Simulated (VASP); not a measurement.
Wanted: the native input for a VASP 6.6.1 run.

| Item | Value |
| --- | --- |
| Task | single point |
| Functional | PBEsol |
| Potentials or basis | VASP PAW PBE potentials, release 64 (Sb, In_d) |
| Cutoff | 520 eV |
| k mesh | 6 × 6 × 6 |
| Occupations | fermi-dirac, width 0.05 eV |
| Spin | no spin polarisation |
| Dipole correction | no |
| Further INCAR settings | ALGO = Normal; EDIFF = 1e-07; NBANDS = 22 |

The structure of InSb3 lies in POSCAR:

```
InSb3
1.0
    0.0000000000      3.7170933668      3.7170933668
    3.7170933668      0.0000000000      3.7170933668
    3.7170933668      3.7170933668      0.0000000000
Sb In
3 1
Direct
    0.5000000000      0.5000000000      0.5000000000
    0.7500000000      0.7500000000      0.7500000000
    0.2500000000      0.2500000000      0.2500000000
    0.0000000000      0.0000000000      0.0000000000
```

This cell differs from its parent crystal: volume scaled by 0.94.

These files were run (other wordings do the same):

INCAR

```
ALGO = Normal ; EDIFF = 1E-7
ENCUT = 520 ; GGA = PS
ISIF = 2 ; ISMEAR = -1
LASPH = True ; LCHARG = False
LREAL = False ; LWAVE = False
NBANDS = 22 ; NELM = 100
PREC = Accurate ; SIGMA = 0.05
```

KPOINTS

```
k-points
0
Gamma
  6 6 6
```

Potentials or basis: VASP PAW PBE potentials, release 64 (Sb, In_d).

Run with:

```bash
$ cat potpaw_PBE.64/Sb/POTCAR potpaw_PBE.64/In_d/POTCAR > POTCAR
$ mpirun -np 1 vasp_std > vasp.out
```

Results of the run:

* Pressure: 0.2 GPa
* Band gap on the k mesh: zero (band 14 reaches 9.78 eV, above the bottom of band 15 at 6.46 eV)

Caveat: the PAW data sets were made with another functional, which shifts forces and pressure a little; spin-orbit coupling is left out, which moves the levels of the heavy elements.

It took 32 s on 1 thread of Intel(R) Xeon(R) Platinum 8259CL CPU @ 2.50GHz (Skylake/Cascade Lake), with other jobs on the host, peak memory 0.25 GiB.
